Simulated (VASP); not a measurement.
A run of VASP 6.6.1 is set up as follows.

INCAR

```
SYSTEM = Li27CO2
ALGO = Normal
EDIFF = 1E-6
ENCUT = 520
GGA = PS
ISIF = 2
ISMEAR = 0
LASPH = .True.
LCHARG = .False.
LREAL = Auto
LWAVE = .False.
NBANDS = 70
NELM = 60
PREC = Accurate
SIGMA = 0.15
```

The input KPOINTS:

```
k-points
0
Gamma
  2 2 1
  0 0 0
```

File POSCAR:

```
Li27CO2
1.0
   10.4700000000      0.0000000000      0.0000000000
    5.2350000000      7.4034080000      0.0000000000
    0.0000000000      0.0000000000     15.9356050000
Li C O
27 1 2
Direct
    0.0000000000      0.0000000000      0.0627526000
    0.3333333000      0.0000000000      0.0627526000
    0.6666667000      0.0000000000      0.0627526000
    0.0000000000      0.3333333000      0.0627526000
    0.3333333000      0.3333333000      0.0627526000
    0.6666667000      0.3333333000      0.0627526000
    0.0000000000      0.6666667000      0.0627526000
    0.3333333000      0.6666667000      0.0627526000
    0.6666667000      0.6666667000      0.0627526000
   -0.1988027177      0.3977867190      0.2093139871
    0.1431845471      0.3901092360      0.2145723013
    0.4666837153      0.3900235352      0.2146300913
   -0.1970672347      0.7281242467      0.2076390487
    0.1347722745      0.7309467357      0.2075181328
    0.4691761927      0.7278645661      0.2078098320
   -0.1949451507      1.0622614611      0.2097664765
    0.1326182797      1.0624560950      0.2097472829
    0.4701047558      1.0597134173      0.2127336532
    0.0009379247     -0.0015212811      0.3600900573
    0.3260815704      0.0039822616      0.3556399892
    0.6698735863      0.0042869429      0.3555990182
   -0.0088027577      0.3400014406      0.3579582646
    0.3314305622      0.3369874008      0.3811165555
    0.6692358907      0.3398560508      0.3579704235
   -0.0040790525      0.6716718029      0.3512158754
    0.3324392340      0.6713264512      0.3514749705
    0.6609753789      0.6783315296      0.3558137174
    0.2487927575      0.4934443860      0.5576265255
    0.1877207954      0.6080150534      0.6072914314
    0.3121936061      0.3744967932      0.5086858566
```

Potentials or basis: VASP PAW PBE potentials, release 64 (Li_sv, C, O).

Launch:

```sh
$ cat potpaw_PBE.64/Li_sv/POTCAR potpaw_PBE.64/C/POTCAR potpaw_PBE.64/O/POTCAR > POTCAR
$ mpirun -np 1 vasp_std > vasp.out
```

(1) What does it give for the largest force?

Results:

(1) 0.752 eV/Å.

Caveat: the k points lie up to 0.42 Å⁻¹ apart; the PAW data sets were made with another functional, which shifts forces and pressure a little; an odd number of electrons without spin polarisation forces a metal; a magnetic or distorted state may lie lower.
